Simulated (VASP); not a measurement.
Here is a VASP 6.6.1 calculation.

Contents of INCAR:

```
ALGO = Normal
EDIFF = 1E-6
ENCUT = 600
GGA = PE
GGA_COMPAT = F
ISIF = 2
ISMEAR = 1
LASPH = T
LCHARG = F
LREAL = F
LWAVE = F
NBANDS = 24
NELM = 120
PREC = Accurate
SIGMA = 0.2
```

File KPOINTS:

```
k-points
0
Gamma
  4 4 4
```

POSCAR

```
KMgF3
1.0
    3.9802355751      0.0000000000      0.0000000000
    0.0000000000      3.9802355751      0.0000000000
    0.0000000000      0.0000000000      3.9802355751
K Mg F
1 1 3
Direct
    0.5000000000      0.5000000000      0.5000000000
    0.0000000000      0.0000000000      0.0000000000
    0.5000000000      0.0000000000      0.0000000000
    0.0000000000      0.5000000000      0.0000000000
    0.0000000000      0.0000000000      0.5000000000
```

Potentials or basis: VASP PAW PBE potentials, release 64 (K_sv, Mg, F).

Run with:

```bash
$ cat potpaw_PBE.64/K_sv/POTCAR potpaw_PBE.64/Mg/POTCAR potpaw_PBE.64/F/POTCAR > POTCAR
$ mpirun -np 1 vasp_std > vasp.out
```

Q: Predict the band gap on the k mesh.

A: 7.34 eV (least direct gap 7.66 eV).

Q: Estimate the pressure.

A: 3.6 GPa.

Caveat: the cell stands under pressure. A k mesh can miss the band edges.
